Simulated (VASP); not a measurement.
# Ta6Si in VASP: further runs

Runs on Ta6Si. Level: PBE. Tasks: single point.

Program: VASP 6.6.1. These are calculated values, not measurements. Logs are shortened: lines on timing, memory, paths and dates and some standing lists are left out, and cuts for length are marked.

### Step 1. The cell of the first run

The cell holds a slab with vacuum, 7 atoms: a = 4.694 Å, b = 4.694 Å, c = 19.988 Å, α = 90.00°, β = 90.00°, γ = 120.00°.

### Step 2. Single point, PBE

File INCAR:

```
SYSTEM = Ta6Si
ALGO = Normal
DIPOL = 0.5 0.5 0.345
EDIFF = 1E-7
ENCUT = 520
GGA = PE
IDIPOL = 3
ISIF = 2
ISMEAR = 0
LASPH = .TRUE.
LCHARG = .FALSE.
LDIPOL = .TRUE.
LREAL = .FALSE.
LWAVE = .FALSE.
NBANDS = 44
NELM = 60
PREC = Accurate
SIGMA = 0.1
```

File KPOINTS:

```
k-points
0
G
  6 6 1
  0 0 0
```

File POSCAR:

```
Ta6Si
1.0
    4.6937283334      0.0000000000      0.0000000000
   -2.3468641667      4.0648879751      0.0000000000
    0.0000000000      0.0000000000     19.9881921067
Ta Si
6 1
Direct
    0.6666666667      0.3333333333      0.2001181487
    0.3333333333      0.6666666667      0.2480516125
    0.0000000000      0.0000000000      0.2959850764
    0.6666666667      0.3333333333      0.3401842440
    0.3333333333      0.6666666667      0.3819724415
    0.0000000000      0.0000000000      0.4246603225
    0.8888888889      0.2222222222      0.5215507282
```

Potentials or basis: VASP PAW PBE potentials, release 64 (Ta_pv, Si).

Started as:

```console
$ cat potpaw_PBE.64/Ta_pv/POTCAR potpaw_PBE.64/Si/POTCAR > POTCAR
$ mpirun -np 1 vasp_std > vasp.out
```

OUTCAR:

```text
SYSTEM = Ta6Si
   EDIFF = 1E-7
   ENCUT = 520
   GGA = PE
   ISIF = 2
   ISMEAR = 0
   LASPH = .TRUE.
   LREAL = .FALSE.
   NELM = 60
   PREC = Accurate

 ion  position               nearest neighbor table
   1  0.667  0.333  0.200-   4 2.80   2 2.87   2 2.87   2 2.87   3 3.32   3 3.32   3 3.32
   2  0.333  0.667  0.248-   5 2.68   1 2.87   1 2.87   3 2.87   1 2.87   3 2.87   3 2.87   4 3.28
                             4 3.28   4 3.28
   3  0.000  0.000  0.296-   6 2.57   4 2.85   4 2.85   4 2.85   2 2.87   2 2.87   2 2.87   5 3.21
                             5 3.21   5 3.21   1 3.32   1 3.32   1 3.32
   4  0.667  0.333  0.340-   1 2.80   5 2.84   5 2.84   5 2.84   3 2.85   3 2.85   3 2.85   6 3.19
                             6 3.19   6 3.19   2 3.28   2 3.28   2 3.28
   5  0.333  0.667  0.382-   2 2.68   4 2.84   4 2.84   4 2.84   6 2.84   6 2.84   6 2.84   3 3.21
                             3 3.21   3 3.21
   6  0.000  0.000  0.425-   7 2.38   3 2.57   5 2.84   5 2.84   5 2.84   4 3.19   4 3.19   4 3.19

   7  0.889  0.222  0.522-   6 2.38

  LATTYP: Found a hexagonal cell.
 ALAT       =     4.6937283334
 C/A-ratio  =     4.2584893473

  Lattice vectors:

 A1 = (   4.6937283334,   0.0000000000,   0.0000000000)
 A2 = (  -2.3468641667,   4.0648879751,   0.0000000000)
 A3 = (   0.0000000000,   0.0000000000,  19.9881921067)

Analysis of symmetry for initial positions (statically):
=====================================================================
 Subroutine PRICEL returns:
 Original cell was already a primitive cell.

 Routine SETGRP: Setting up the symmetry group for a
 hexagonal supercell.

 Subroutine GETGRP returns: Found  1 space group operations
 (whereof  1 operations were pure point group operations)
 out of a pool of 24 trial point group operations.

The static configuration has the point symmetry C_1 .

Analysis of symmetry for dynamics (positions and initial velocities):
=====================================================================
 Subroutine PRICEL returns:
 Original cell was already a primitive cell.

 Routine SETGRP: Setting up the symmetry group for a
 hexagonal supercell.

 Subroutine GETGRP returns: Found  1 space group operations
 (whereof  1 operations were pure point group operations)
 out of a pool of 24 trial point group operations.

The dynamic configuration has the point symmetry C_1 .

 Subroutine INISYM returns: Found  1 space group operations
 (whereof  1 operations are pure point group operations),
 and found     1 'primitive' translations

----------------------------------------------------------------------------------------

                                     Primitive cell

  volume of cell :     381.3643

  direct lattice vectors                    reciprocal lattice vectors
     4.693728333  0.000000000  0.000000000     0.213050251  0.123004620  0.000000000
    -2.346864167  4.064887975  0.000000000     0.000000000  0.246009240  0.000000000
     0.000000000  0.000000000 19.988192107     0.000000000  0.000000000  0.050029537

  length of vectors
     4.693728333  4.693728333 19.988192107     0.246009240  0.246009240  0.050029537

  position of ions in fractional coordinates (direct lattice)
     0.666666667  0.333333333  0.200118149
     0.333333333  0.666666667  0.248051612
     0.000000000  0.000000000  0.295985076
     0.666666667  0.333333333  0.340184244
     0.333333333  0.666666667  0.381972441
     0.000000000  0.000000000  0.424660323
     0.888888889  0.222222222  0.521550728

  ion indices of the primitive-cell ions
   primitive index   ion index
                 1           1
                 2           2
                 3           3
                 4           4
                 5           5
                 6           6
                 7           7

----------------------------------------------------------------------------------------

 KPOINTS: k-points

Automatic generation of k-mesh.
 Grid dimensions read from file:
 generate k-points for:    6    6    1

 Generating k-lattice:

  Cartesian coordinates                     Fractional coordinates (reciprocal lattice)
     0.035508375  0.020500770  0.000000000     0.166666667  0.000000000  0.000000000
     0.000000000  0.041001540  0.000000000     0.000000000  0.166666667  0.000000000
     0.000000000  0.000000000  0.050029537     0.000000000  0.000000000  1.000000000

  Length of vectors
     0.041001540  0.041001540  0.050029537

  Shift w.r.t. Gamma in fractional coordinates (k-lattice)
     0.000000000  0.000000000  0.000000000

 Subroutine IBZKPT returns following result:
 ===========================================

 Found     20 irreducible k-points:

 Following reciprocal coordinates:
            Coordinates               Weight
  0.000000  0.000000  0.000000      1.000000
  0.166667 -0.000000  0.000000      2.000000
  0.000000  0.166667  0.000000      2.000000
 -0.166667  0.166667  0.000000      2.000000
  0.333333 -0.000000  0.000000      2.000000
  0.000000  0.333333  0.000000      2.000000
[... 12 lines left out ...]
  0.500000 -0.166667  0.000000      2.000000
  0.333333  0.333333  0.000000      2.000000
   k-points           NKPTS =     20   k-points in BZ     NKDIM =     20   number of bands    NBANDS=     44
   number of dos      NEDOS =    301   number of ions     NIONS =      7
   total plane-waves  NPLWV = 194400
   dimension x,y,z NGX =    36 NGY =   36 NGZ =  150
   dimension x,y,z NGXF=    72 NGYF=   72 NGZF=  300
   ions per type =               6   1
   NGX,Y,Z   is equivalent  to a cutoff of  12.75, 12.75, 12.48 a.u.
   NGXF,Y,Z  is equivalent  to a cutoff of  25.50, 25.50, 24.95 a.u.
 SYSTEM =  Ta6Si
   PREC   = accura    normal or accurate (medium, high low for compatibility)
   ISTART =      0    job   : 0-new  1-cont  2-samecut
   ICHARG =      2    charge: 1-file 2-atom 10-const
   ISPIN  =      1    spin polarized calculation?
   LNONCOLLINEAR =      F non collinear calculations
   LSORBIT =      F    spin-orbit coupling
   LASPH  =      T    aspherical Exc in radial PAW
   ENCUT  =  520.0 eV  38.22 Ry    6.18 a.u.   8.73  8.73 37.16*2*pi/ulx,y,z
   NELM   =     60;   NELMIN=  2; NELMDL= -5     # of ELM steps
   EDIFF  = 0.1E-06   stopping-criterion for ELM
   LREAL  =      F    real-space projection
   EDIFFG = 0.1E-05   stopping-criterion for IOM
   NSW    =      0    number of steps for IOM
   IBRION =     -1    ionic relax: 0-MD 1-quasi-New 2-CG
   NFREE  =      0    steps in history (QN), initial steepest desc. (CG)
   ISIF   =      2    stress and relaxation
   ISYM   =      2    0-nonsym 1-usesym 2-fastsym
   POTIM  = 0.5000    time-step for ionic-motion
   TEBEG  =    0.0;   TEEND  =   0.0 temperature during run
   PSTRESS=    0.0 pullay stress
   NELECT =      70.0000    total number of electrons
   NUPDOWN=      -1.0000    fix difference up-down
   EMIN   =  10.00;   EMAX   =-10.00  energy-range for DOS
   EFERMI =   0.00;   METHOD = LEGACY
   ISMEAR =     0;   SIGMA  =   0.10  broadening in eV -4-tet -1-fermi 0-gaus
   EFERMI_NEDOS =   21; number of points for ismear=-14 and -15
   IALGO  =     38    algorithm
   IMIX   =      4    mixing-type and parameters
     AMIX     =   0.40;   BMIX     =  1.00
     AMIX_MAG =   1.60;   BMIX_MAG =  1.00
  volume/ion in A,a.u.               =      54.48       367.65
  Fermi-wavevector in a.u.,A,eV,Ry     =   0.930381  1.758165 11.777323  0.865609
  Thomas-Fermi vector in A             =   2.056763
   LORBIT       =      0    0 simple, 1 ext, 2 COOP (PROOUT), +10 PAW based schemes
   GGA     = PE    functional components
   LHFCALC =     F    Hartree Fock is set to
   AEXX    =    0.0000 exact exchange contribution
   IVDW    =     0    specifies the selected vdW correction
   LEPSILON=     F    determine dielectric tensor
   LRPA    =     F    only Hartree local field effects (RPA)
 non-spin polarized calculation
 Gauss-broadening in eV      SIGMA  =   0.10
  energy-cutoff  :      520.00
  volume of cell :      381.36
 maximum number of plane-waves:     10285
   NGX = 17   NGY = 17   NGZ = 75

 dipolmoment           0.000000      0.000000     -0.071811 electrons x Angstroem

 number of electron      69.9999990 magnetization

 dipolmoment           0.000000      0.000000      0.137691 electrons x Angstroem

 Free energy of the ion-electron system (eV)
  ---------------------------------------------------
  ext. energy  EPLUGINS =         0.00000000
  ---------------------------------------------------
  free energy    TOTEN  =       -68.20784886 eV

  energy without entropy =      -68.16837577  energy(sigma->0) =      -68.18811232

 E-fermi :  -0.7618     XC(G=0):  -5.3136

 val. band max:       -0.7804158296   @ k =  -0.3333   0.1667   0.0000
 cond. band min:      -0.7576470994   @ k =  -0.3333   0.5000   0.0000
 fundamental gap:      0.0227687302
 Fermi energy:        -0.7618415107

 k-point     1 :       0.0000    0.0000    0.0000
  band No.  band energies     occupation
      1     -35.3434      2.00000
      2     -35.1892      2.00000
      3     -35.1574      2.00000
      4     -35.1410      2.00000
      5     -34.9732      2.00000
      6     -34.9700      2.00000
[... 36 lines left out ...]
     43       1.6310      0.00000
     44       1.8555      0.00000

 k-point     2 :       0.1667   -0.0000    0.0000
  band No.  band energies     occupation
      1     -35.3528      2.00000
      2     -35.2087      2.00000
      3     -35.1832      2.00000
      4     -35.1562      2.00000
      5     -35.0336      2.00000
      6     -34.9937      2.00000
[... 36 lines left out ...]
     43       1.5244      0.00000
     44       1.8351      0.00000

 k-point     3 :       0.0000    0.1667    0.0000
  band No.  band energies     occupation
      1     -35.3528      2.00000
      2     -35.2086      2.00000
      3     -35.1770      2.00000
      4     -35.1625      2.00000
      5     -35.0302      2.00000
      6     -34.9968      2.00000
[... 788 lines left out ...]
     43       1.2786      0.00000
     44       1.7664      0.00000

 k-point    20 :       0.3333    0.3333    0.0000
  band No.  band energies     occupation
      1     -35.3842      2.00000
      2     -35.3145      2.00000
      3     -35.1861      2.00000
      4     -35.1209      2.00000
      5     -35.1151      2.00000
      6     -34.9454      2.00000
[... 36 lines left out ...]
     43       1.0164      0.00000
     44       1.5745      0.00000

------------------------ aborting loop because EDIFF is reached ----------------------------------------

 vacuum level on the upper side and lower side of the slab       (xc-potential included)         0.527        -0.750

  FORCE on cell =-STRESS in cart. coord.  units (eV):
  Direction    XX          YY          ZZ          XY          YZ          ZX
  --------------------------------------------------------------------------------------
  -------------------------------------------------------------------------------------
  Total       -2.6948316     -3.9451693     -2.7401779     -1.3688122      2.2271982     -2.2149859
  in kB      -11.3214532    -16.5743376    -11.5119608     -5.7506166      9.3568443     -9.3055381
  external PRESSURE =     -13.1359172 kB  Pullay stress =       0.0000000 kB

 VOLUME and BASIS-vectors are now :
 -----------------------------------------------------------------------------
  energy-cutoff  :      520.00
  volume of cell :      381.36
      direct lattice vectors                 reciprocal lattice vectors
     4.693728333  0.000000000  0.000000000     0.213050251  0.123004620  0.000000000
    -2.346864167  4.064887975  0.000000000     0.000000000  0.246009240  0.000000000
     0.000000000  0.000000000 19.988192107     0.000000000  0.000000000  0.050029537

 POSITION                                       TOTAL-FORCE (eV/Angst)
 -----------------------------------------------------------------------------------
      2.34686      1.35496      4.00000         0.050725     -0.007032      1.911586
     -0.00000      2.70993      4.95810        -0.004038     -0.014266     -0.368235
      0.00000      0.00000      5.91621        -0.085877     -0.018033     -2.112585
      2.34686      1.35496      6.79967        -0.075088      0.017455     -0.176098
     -0.00000      2.70993      7.63494         0.330540     -0.334544      1.379490
      0.00000      0.00000      8.48819         0.851275     -0.595233     -0.644638
      3.65068      0.90331     10.42486        -1.067538      0.951652      0.010480
 -----------------------------------------------------------------------------------
    total drift:                               -0.000004      0.000005      0.000064

  FREE ENERGIE OF THE ION-ELECTRON SYSTEM (eV)
  ---------------------------------------------------
  free  energy   TOTEN  =       -68.2078488637 eV

  energy  without entropy=      -68.1683757718  energy(sigma->0) =      -68.18811232

 vacuum level on the upper side and lower side of the slab         3.956         2.642
```

It took 32 min on 1 thread of AMD EPYC, shared host; peak memory 0.58 GiB.

What came out:

```yaml
Free_energy: -68.2078 eV
Largest_force: 2.114 eV/Å
Band_gap_on_the_k_mesh: zero (bands 35 and 36 overlap by 0.03 eV)
```

Forces in eV/Å, atoms in the order of the input:
```
Ta   0.051 -0.007  1.912
Ta  -0.004 -0.014 -0.368
Ta  -0.086 -0.018 -2.113
Ta  -0.075  0.017 -0.176
Ta   0.331 -0.335  1.379
Ta   0.851 -0.595 -0.645
Si  -1.068  0.952  0.010
```

Levels at points of the mesh, in eV from the Fermi level:
| k point | band 31 | band 32 | band 33 | band 34 | band 35 | band 36 | band 37 | band 38 | band 39 | band 40 |
| --- | --- | --- | --- | --- | --- | --- | --- | --- | --- | --- |
| (0.00, 0.00, 0.00) | -1.01 | -0.94 | -0.45 | -0.39 | -0.06 | 0.19 | 0.25 | 0.36 | 1.25 | 1.40 |
| (0.50, 0.00, 0.00) | -1.30 | -0.82 | -0.68 | -0.21 | -0.13 | 0.11 | 0.72 | 0.78 | 1.12 | 1.32 |
| (0.00, 0.50, 0.00) | -1.18 | -0.83 | -0.67 | -0.29 | -0.19 | 0.15 | 0.65 | 0.79 | 1.05 | 1.21 |
| (0.50, 0.50, 0.00) | -0.98 | -0.88 | -0.79 | -0.38 | -0.28 | 0.17 | 0.30 | 0.87 | 1.04 | 1.17 |

Caveat: spin-orbit coupling is left out, which moves the levels of the heavy elements.

### Step 3. Single point, PBE

File INCAR:

```
SYSTEM = Ta6Si
  PREC = Accurate
  ENCUT = 520
  EDIFF = 1E-7
  ISMEAR = 0
  SIGMA = 0.1
  LREAL = .False.
  LASPH = .True.
  NELM = 60
  ALGO = Normal
  ISIF = 2
  LWAVE = .False.
  LCHARG = .False.
  LDIPOL = .True.
  IDIPOL = 3
  DIPOL = 0.5 0.5 0.342
  GGA = PE
  NBANDS = 44
```

File KPOINTS:

```
Automatic mesh
0
Gamma
  6 6 1
  0 0 0
```

POSCAR: that of step 2 with these lines changed.

```diff
@@ -14,2 +14,2 @@
     0.0000000000      0.0000000000      0.4246603225
-    0.8888888889      0.2222222222      0.5215507282
+    0.1111111111      0.4444444444      0.4995754200
```

Potentials or basis: VASP PAW PBE potentials, release 64 (Ta_pv, Si).

Started as:

```console
$ cat potpaw_PBE.64/Ta_pv/POTCAR potpaw_PBE.64/Si/POTCAR > POTCAR
$ mpirun -np 1 vasp_std > vasp.out
```

It took 34 min on 1 thread of AMD EPYC, shared host; peak memory 0.59 GiB.

It converged, with:

* Free energy: -69.2480 eV
* Largest force: 2.532 eV/Å
* Band gap on the k mesh: zero (bands 35 and 36 overlap by 0.17 eV)

Forces on the atoms (eV/Å):
```
Ta   0.081  0.100  1.740
Ta   0.008 -0.085 -0.435
Ta  -0.125 -0.159 -2.524
Ta  -0.114  0.093 -0.167
Ta   0.264 -0.013  0.669
Ta   0.724 -1.593  0.694
Si  -0.838  1.657  0.023
```

Levels at points of the mesh, in eV from the Fermi level:
```csv
k point,band 31,band 32,band 33,band 34,band 35,band 36,band 37,band 38,band 39,band 40
"(0.00, 0.00, 0.00)",-1.31,-1.09,-0.51,-0.49,-0.21,0.09,0.23,0.46,0.70,1.69
"(0.50, 0.00, 0.00)",-1.40,-1.02,-0.73,-0.46,0.00,0.11,0.45,0.79,1.04,1.43
"(0.00, 0.50, 0.00)",-1.11,-0.91,-0.67,-0.28,-0.14,0.04,0.23,0.63,0.81,1.13
"(0.50, 0.50, 0.00)",-1.02,-0.98,-0.74,-0.41,-0.13,0.21,0.40,0.64,1.09,1.28
```

Caveat: spin-orbit coupling is left out, which moves the levels of the heavy elements.

### Step 4. Single point, PBE

File INCAR:

```
SYSTEM = Ta6Si
  PREC = Accurate
  ENCUT = 520
  EDIFF = 1E-7
  ISMEAR = 0
  SIGMA = 0.1
  LREAL = .FALSE.
  LASPH = .TRUE.
  NELM = 100
  ALGO = Normal
  ISIF = 2
  LWAVE = .FALSE.
  LCHARG = .TRUE.
  LDIPOL = .TRUE.
  IDIPOL = 3
  DIPOL = 0.5 0.5 0.340
  GGA = PE
  LELF = .TRUE.
  LVHAR = .TRUE.
  LVACPOTAV = .TRUE.
  NBANDS = 44
```

File KPOINTS:

```
regular mesh
0
G
  6 6 1
  0 0 0
```

POSCAR: that of step 3 with these lines changed.

```diff
@@ -14,2 +14,2 @@
     0.0000000000      0.0000000000      0.4246603225
-    0.1111111111      0.4444444444      0.4995754200
+    0.4444444444      0.1111111111      0.4893189797
```

Started as:

```console
$ cat potpaw_PBE.64/Ta_pv/POTCAR potpaw_PBE.64/Si/POTCAR > POTCAR
$ mpirun -np 1 vasp_std > vasp.out
```

It took 33 min on 1 thread of AMD EPYC, shared host; peak memory 0.59 GiB.

It converged, with:

```yaml
Free_energy: -69.4217 eV
Largest_force: 3.435 eV/Å
Band_gap_on_the_k_mesh: zero (bands 35 and 36 overlap by 0.15 eV)
```

Forces in eV/Å, atoms in the order of the input:
```
Ta  -0.006 -0.241  1.774
Ta   0.016  0.186 -0.408
Ta  -0.105  0.084 -2.692
Ta   0.023 -0.002 -0.079
Ta  -0.086 -0.253  1.329
Ta  -3.186 -0.558  0.067
Si   3.345  0.784  0.009
```

Levels at points of the mesh, in eV from the Fermi level:
| k point | band 32 | band 33 | band 34 | band 35 | band 36 | band 37 | band 38 | band 39 |
| --- | --- | --- | --- | --- | --- | --- | --- | --- |
| (0.00, 0.00, 0.00) | -1.06 | -0.49 | -0.46 | -0.03 | 0.16 | 0.28 | 0.34 | 1.10 |
| (0.50, 0.00, 0.00) | -0.81 | -0.58 | -0.33 | -0.16 | -0.04 | 0.35 | 0.86 | 1.15 |
| (0.00, 0.50, 0.00) | -0.89 | -0.74 | -0.26 | -0.15 | 0.08 | 0.52 | 0.79 | 1.03 |
| (0.50, 0.50, 0.00) | -0.92 | -0.73 | -0.32 | 0.01 | 0.25 | 0.46 | 0.80 | 0.98 |

Caveat: spin-orbit coupling is left out, which moves the levels of the heavy elements.

### Step 5. The runs side by side

```csv
cell,gap on the mesh (eV),largest force (eV/Å)
"as given, atomic positions A",none,2.11
"as given, atomic positions B",none,2.53
"as given, atomic positions C",none,3.44
```

Alike in all rows: task single point; level PBE; potentials or basis VASP PAW PBE potentials, release 64 (Ta_pv, Si); no spin polarisation; k mesh 6 × 6 × 1; cutoff (eV) 520; smearing gaussian 0.1 eV.

Caveats: spin-orbit coupling is left out, which moves the levels of the heavy elements.

Total energies depend on the potentials used, so only differences within one code and one set of settings carry meaning.
